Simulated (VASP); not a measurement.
# Be: single point with PBEsol

The system is Be.

```
CELL_PARAMETERS angstrom
3.60853 0.00000 0.00000
-1.80426 3.12508 0.00000
0.00000 0.00000 3.63963
ATOMIC_POSITIONS crystal
Be 0.00000 0.00000 0.25000
Be 0.00000 0.00000 0.75000
Be 0.33333 0.66667 0.75000
Be 0.66667 0.33333 0.25000
```

```yaml
Program: VASP 6.6.1
Task: single point
Functional: PBEsol
Potentials_or_basis: VASP PAW PBE potentials, release 64 (Be)
Cutoff: 600 eV
k_mesh: 9 × 9 × 4
Occupations: gaussian, width 0.1 eV
Spin: no spin polarisation
Dipole_correction: no
Further_INCAR_settings: ALGO = Normal; EDIFF = 1e-06; NBANDS = 12
```

The pressure is 0.3 GPa and the band gap on the k mesh is zero (bands 4 and 5 overlap by 4.76 eV).

Levels at points of the mesh, in eV from the Fermi level:
```
           k point  band 1  band 2  band 3  band 4  band 5  band 6  band 7  band 8
(0.00, 0.00, 0.00)   -8.97   -2.35    0.67    0.67    2.66    2.66    2.92    7.55
(0.00, 0.00, 0.50)   -6.82   -6.82    2.74    2.74    2.74    2.74    6.76    6.76
```

Run time: 29 s on 1 thread of Intel Xeon 8259CL, with other jobs on the host, peak memory 0.16 GiB.

Caveat: the k points lie up to 0.43 Å⁻¹ apart, too coarse for converged energies and pressures of a metal; the PAW data sets were made with another functional, which shifts forces and pressure a little.
